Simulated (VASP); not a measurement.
A run of VASP 6.6.1 is set up as follows.

Contents of INCAR:

```
ALGO = Normal
EDIFF = 1E-8
ENCUT = 520
GGA = PS
IBRION = 8
ISIF = 2
ISMEAR = 0
LASPH = T
LCHARG = F
LEPSILON = T
LREAL = F
LWAVE = F
NBANDS = 24
NELM = 100
NSW = 1
PREC = Accurate
SIGMA = 0.01
```

KPOINTS

```
k-points
0
Gamma
  6 6 4
```

The input POSCAR:

```
BaS
1.0
    4.3755657490      0.0000000000      0.0000000000
   -2.1877828745      3.7893510945      0.0000000000
    0.0000000000      0.0000000000      7.6850140749
Ba S
2 2
Direct
    0.0000000000      0.0000000000      0.0000000000
    0.0000000000      0.0000000000      0.5000000000
    0.3333333333      0.6666666667      0.2500000000
    0.6666666667      0.3333333333      0.7500000000
```

Potentials or basis: VASP PAW PBE potentials, release 64 (Ba_sv, S).

Command:

```console
$ cat potpaw_PBE.64/Ba_sv/POTCAR potpaw_PBE.64/S/POTCAR > POTCAR
$ mpirun -np 1 vasp_std > vasp.out
```

**Question.** What does it give for the electronic dielectric tensor (diagonal)?

**Answer.** 5.11, 5.11, 5.24.

**Question.** Predict the Born charges (mean of the diagonal).

**Answer.** Ba +2.69; S -2.69 e.

**Question.** Predict the highest phonon frequency at Γ, LO-TO splitting left out.

**Answer.** 235 cm⁻¹.

Born effective charge tensors (e):
atom 1, Ba
```
2.63 0.00 0.00
0.00 2.63 0.00
0.00 0.00 2.79
```
atom 2, Ba
```
2.63 0.00 0.00
0.00 2.63 0.00
0.00 0.00 2.79
```
atom 3, S
```
-2.63  0.00  0.00
 0.00 -2.63  0.00
 0.00  0.00 -2.79
```
atom 4, S
```
-2.63  0.00  0.00
 0.00 -2.63  0.00
 0.00  0.00 -2.79
```
